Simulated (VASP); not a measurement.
# LaTe (Pm-3m) in VASP: notebook, part 2 of 2

VASP 6.6.1. Earlier steps stand in the parts before.

## 6. Single point, LDA

Input file INCAR:

```
SYSTEM = LaTe
PREC = Accurate
ENCUT = 500
EDIFF = 1E-6
ISMEAR = 1
SIGMA = 0.025
LREAL = .FALSE.
LASPH = .TRUE.
NELM = 200
ALGO = Normal
ISIF = 2
LWAVE = .FALSE.
LCHARG = .FALSE.
GGA = CA
NBANDS = 16
GGA_COMPAT = .FALSE.
LMAXMIX = 6
```

Input file KPOINTS:

```
regular mesh
0
G
  7 7 7
  0 0 0
```

Input file POSCAR:

```
LaTe
1.0
    3.9360900000      0.0000000000      0.0000000000
    0.0000000000      3.9360900000      0.0000000000
    0.0000000000      0.0000000000      3.9360900000
La Te
1 1
Direct
    0.0000000000      0.0000000000      0.0000000000
    0.5000000000      0.5000000000      0.5000000000
```

Potentials or basis: VASP PAW LDA potentials, release 64 (La, Te).

On the command line:

```bash
cat potpaw_LDA.64/La/POTCAR potpaw_LDA.64/Te/POTCAR > POTCAR
mpirun -np 1 vasp_std > vasp.out
```

OUTCAR:

```text
SYSTEM = LaTe
   PREC = Accurate
   ENCUT = 500
   EDIFF = 1E-6
   ISMEAR = 1
   LREAL = .FALSE.
   LASPH = .TRUE.
   NELM = 200
   ISIF = 2
   GGA = CA

 ion  position               nearest neighbor table
   1  0.000  0.000  0.000-   2 3.41   2 3.41   2 3.41   2 3.41   2 3.41   2 3.41   2 3.41   2 3.41

   2  0.500  0.500  0.500-   1 3.41   1 3.41   1 3.41   1 3.41   1 3.41   1 3.41   1 3.41   1 3.41

  LATTYP: Found a simple cubic cell.
 ALAT       =     3.9360900000

  Lattice vectors:

 A1 = (   3.9360900000,   0.0000000000,   0.0000000000)
 A2 = (   0.0000000000,   3.9360900000,   0.0000000000)
 A3 = (   0.0000000000,   0.0000000000,   3.9360900000)

Analysis of symmetry for initial positions (statically):
=====================================================================
 Subroutine PRICEL returns:
 Original cell was already a primitive cell.

 Routine SETGRP: Setting up the symmetry group for a
 simple cubic supercell.

 Subroutine GETGRP returns: Found 48 space group operations
 (whereof 48 operations were pure point group operations)
 out of a pool of 48 trial point group operations.

The static configuration has the point symmetry O_h .

Analysis of symmetry for dynamics (positions and initial velocities):
=====================================================================
 Subroutine PRICEL returns:
 Original cell was already a primitive cell.

 Routine SETGRP: Setting up the symmetry group for a
 simple cubic supercell.

 Subroutine GETGRP returns: Found 48 space group operations
 (whereof 48 operations were pure point group operations)
 out of a pool of 48 trial point group operations.

The dynamic configuration has the point symmetry O_h .

 Subroutine INISYM returns: Found 48 space group operations
 (whereof 48 operations are pure point group operations),
 and found     1 'primitive' translations

----------------------------------------------------------------------------------------

[... 106 lines left out ...]
     AMIX     =   0.40;   BMIX     =  1.00
     AMIX_MAG =   1.60;   BMIX_MAG =  1.00
  volume/ion in A,a.u.               =      30.49       205.76
  Fermi-wavevector in a.u.,A,eV,Ry     =   1.069447  2.020963 15.561226  1.143718
  Thomas-Fermi vector in A             =   2.205127
   LORBIT       =      0    0 simple, 1 ext, 2 COOP (PROOUT), +10 PAW based schemes
   GGA     = CA    functional components
   LHFCALC =     F    Hartree Fock is set to
   AEXX    =    0.0000 exact exchange contribution
   IVDW    =     0    specifies the selected vdW correction
   LEPSILON=     F    determine dielectric tensor
   LRPA    =     F    only Hartree local field effects (RPA)
 non-spin polarized calculation
 Methfessel and Paxton  Order N= 1 SIGMA  =   0.03
  energy-cutoff  :      500.00
  volume of cell :       60.98
 maximum number of plane-waves:      1562
 NGX is ok and might be reduce to    30
   NGX = 15   NGY = 15   NGZ = 15

 number of electron      17.0000000 magnetization

 Free energy of the ion-electron system (eV)
  ---------------------------------------------------
  ext. energy  EPLUGINS =         0.00000000
  ---------------------------------------------------
  free energy    TOTEN  =       -12.37193505 eV

  energy without entropy =      -12.37203058  energy(sigma->0) =      -12.37196689

 E-fermi :   8.9103     XC(G=0): -10.2363

 val. band max:        8.8893705317   @ k =   0.2857   0.1429   0.1429
 cond. band min:       8.9236304562   @ k =   0.1429   0.1429   0.1429
 fundamental gap:      0.0342599245
 Fermi energy:         8.9103291520

 k-point     1 :       0.0000    0.0000    0.0000
  band No.  band energies     occupation
      1     -24.1869      2.00000
      2      -7.7248      2.00000
      3      -7.7248      2.00000
      4      -7.7248      2.00000
      5      -3.3088      2.00000
      6       7.4311      2.00000
[... 357 lines left out ...]
      3      -8.0775      2.00000
      4      -8.0775      2.00000
      5      -1.8801      2.00000
      6       4.1786      2.00000
[... 8 lines left out ...]
     15      10.4359      0.00000
     16      11.9264      0.00000

------------------------ aborting loop because EDIFF is reached ----------------------------------------

  FORCE on cell =-STRESS in cart. coord.  units (eV):
  Direction    XX          YY          ZZ          XY          YZ          ZX
  --------------------------------------------------------------------------------------
  -------------------------------------------------------------------------------------
  Total       -1.6106538     -1.6106538     -1.6106538      0.0000000      0.0000000      0.0000000
  in kB      -42.3172785    -42.3172785    -42.3172785      0.0000000      0.0000000      0.0000000
  external PRESSURE =     -42.3172785 kB  Pullay stress =       0.0000000 kB

 VOLUME and BASIS-vectors are now :
 -----------------------------------------------------------------------------
  energy-cutoff  :      500.00
  volume of cell :       60.98
      direct lattice vectors                 reciprocal lattice vectors
     3.936090000  0.000000000  0.000000000     0.254059231  0.000000000  0.000000000
     0.000000000  3.936090000  0.000000000     0.000000000  0.254059231  0.000000000
     0.000000000  0.000000000  3.936090000     0.000000000  0.000000000  0.254059231

 POSITION                                       TOTAL-FORCE (eV/Angst)
 -----------------------------------------------------------------------------------
      0.00000      0.00000      0.00000         0.000000      0.000000      0.000000
      1.96805      1.96805      1.96805         0.000000      0.000000      0.000000
 -----------------------------------------------------------------------------------
    total drift:                               -0.000000     -0.000000     -0.000000

  FREE ENERGIE OF THE ION-ELECTRON SYSTEM (eV)
  ---------------------------------------------------
  free  energy   TOTEN  =       -12.3719350464 eV

  energy  without entropy=      -12.3720305768  energy(sigma->0) =      -12.37196689
```

It took 11 s on 1 thread of AMD EPYC 7R13 (Zen 3), shared host; peak memory 0.14 GiB.

What came out:

```yaml
Free_energy: -12.3719 eV
Pressure: -4.2 GPa
Band_gap_on_the_k_mesh: zero (an odd number of electrons rules out a gap without spin polarisation)
```

Caveat: the cell stands under tension; spin-orbit coupling is left out, which moves the levels of the heavy elements.

## 7. The runs side by side

```csv
smearing,gap on the mesh (eV),pressure (GPa)
methfessel-paxton 0.25 eV,none,-4.3
methfessel-paxton 0.15 eV,none,-4.2
methfessel-paxton 0.1 eV,none,-4.2
methfessel-paxton 0.05 eV,none,-4.2
methfessel-paxton 0.025 eV,none,-4.2
```

Alike in all rows: task single point; level LDA; potentials or basis VASP PAW LDA potentials, release 64 (La, Te); no spin polarisation; cell as given; k mesh 7 × 7 × 7; cutoff (eV) 500.

Caveats: the cell stands under tension; spin-orbit coupling is left out, which moves the levels of the heavy elements.

Total energies depend on the potentials used, so only differences within one code and one set of settings carry meaning.
